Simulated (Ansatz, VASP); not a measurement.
# InSb in VASP and in Ansatz

Contents of POSCAR:

```
InSb
1.0
    0.0000000000      3.3451032779      3.3451032779
    3.3451032779      0.0000000000      3.3451032779
    3.3451032779      3.3451032779      0.0000000000
In Sb
1 1
Direct
    0.0000000000      0.0000000000      0.0000000000
    0.2500000000      0.2500000000      0.2500000000
```

The input INCAR.step1:

```
ALGO     = Normal         # electronic algorithm
EDIFF    = 1E-5           # SCF threshold, eV
ENCUT    = 520            # plane-wave cutoff, eV
GGA      = PE             # functional
ISIF     = 2              # what is computed and relaxed
ISMEAR   = -1             # smearing method
LASPH    = T              # aspherical terms in the spheres
LCHARG   = F              # write CHGCAR
LREAL    = F              # projectors in reciprocal space
LWAVE    = T              # write WAVECAR
NBANDS   = 16             # bands
NELM     = 100            # most SCF steps
PREC     = Accurate       # precision mode
SIGMA    = 0.02           # smearing width, eV
```

The input INCAR.step2:

```
ALGO     = Normal         # electronic algorithm
EDIFF    = 1E-6           # SCF threshold, eV
ENCUT    = 520            # plane-wave cutoff, eV
GGA      = PE             # functional
HFSCREEN = 0.2079         # screening, 1/A
ISIF     = 2              # what is computed and relaxed
ISMEAR   = -1             # smearing method
ISTART   = 1            
LASPH    = T              # aspherical terms in the spheres
LCHARG   = F              # write CHGCAR
LHFCALC  = T              # exact exchange
LREAL    = F              # projectors in reciprocal space
LWAVE    = F              # write WAVECAR
NBANDS   = 16             # bands
NELM     = 100            # most SCF steps
PREC     = Accurate       # precision mode
PRECFOCK = Normal       
SIGMA    = 0.02           # smearing width, eV
```

Contents of KPOINTS:

```
k-points
0
Gamma
  4 4 4
```

Input for Ansatz:

```yaml
crystal:
  lattice:
    - [0.0, 3.3451032779, 3.3451032779]
    - [3.3451032779, 0.0, 3.3451032779]
    - [3.3451032779, 3.3451032779, 0.0]
  atoms:
    - { symbol: In, position: [0.0, 0.0, 0.0] }
    - { symbol: Sb, position: [0.25, 0.25, 0.25] }
kpoints:
  mp_grid: { grid: [4, 4, 4] }
  band_path:
    path:
      - [0.0, 0.0, 0.0]
      - [-0.5, -0.5, 0.0]
      - [-0.375, -0.375, 0.25]
      - [-0.375, 0.0, 0.375]
      - [0.0, 0.0, 0.5]
      - [-0.5, -0.25, 0.25]
    npoints: 1
hamiltonian:
  xc: hse06
scf:
  occupations: { method: fermi_dirac, width: 0.02 }
  n_extra_bands: 4
output:
  forces: true
  stress: true
  eigenvalues: true
  write_density: true
  write_potential: true
  elf: true
  volumetric_format: npy
```

Change from the starting cell: hydrostatic strain +2.0%.

Alike in both runs: task single point; functional HSE06; k mesh 4 × 4 × 4; occupations fermi-dirac, width 0.02 eV; no spin polarisation.

|  | VASP | Ansatz |
| --- | --- | --- |
| version | VASP 6.6.1 | Ansatz 0.2.0 |
| potentials or method | VASP PAW PBE potentials, release 64 (In_d, Sb) | plane waves, PAW |
| plane-wave cutoff (eV) | 520 | 420 |
| valence electrons in the cell | 18 | 28 |

VASP gave:

```
pressure (GPa) : -2.4
```

Problem. What did Ansatz give for the same quantities?

Solution. Pressure (GPa): -2.0.

VASP's potentials hold 18 valence electrons a cell and Ansatz's 28, so a difference there can come from the potentials and not from the codes. Ansatz's warnings: filled band counts differ across k points, stress exchange threshold loose, stress scf threshold loose.

The k mesh is coarse, so the values compare programs but aren't converged. Spin-orbit coupling is off throughout.
